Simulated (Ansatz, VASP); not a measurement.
**BaCaZrSnO6: VASP beside Ansatz**

```xyz
10
Lattice="0.0000 4.1683 4.1683 4.1683 0.0000 4.1683 4.1683 4.1683 0.0000" Properties=species:S:1:pos:R:3 pbc="T T T"
Ba    6.2524    6.2524    6.2524
Ca    2.0841    2.0841    2.0841
Zr    4.1683    4.1683    4.1683
Sn    0.0000    0.0000    0.0000
O     2.0703    4.1683    4.1683
O     6.2663    4.1683    4.1683
O     4.1683    4.1683    6.2663
O     4.1683    4.1683    2.0703
O     4.1683    2.0703    4.1683
O     4.1683    6.2663    4.1683
```

Alike in both runs: task single point; functional PBE; k mesh 6 × 6 × 6; occupations gaussian, width 0.05 eV; no spin polarisation.

```csv
,VASP,Ansatz
version,VASP 6.6.1,Ansatz 0.2.0
potentials or method,"VASP PAW PBE potentials, release 64 (Ba_sv, Ca_sv, Zr_sv, Sn_d, O), cutoff 520 eV","scalar-relativistic, plane waves, PAW"
valence electrons in the cell,82,82
```

|  | VASP | Ansatz | Ansatz less VASP |
| --- | --- | --- | --- |
| gap on the k mesh at the Fermi level (eV) | 3.73 | 3.75 | +0.023 |
| pressure (GPa) | -1.3 | -2.0 | -0.72 |
| rms of the force components (eV/Å) | 0.112 | 0.103 | -0.0091 |

Atom by atom the forces differ by 0.009 eV/Å (rms over components).

Neither program's run includes spin-orbit coupling.
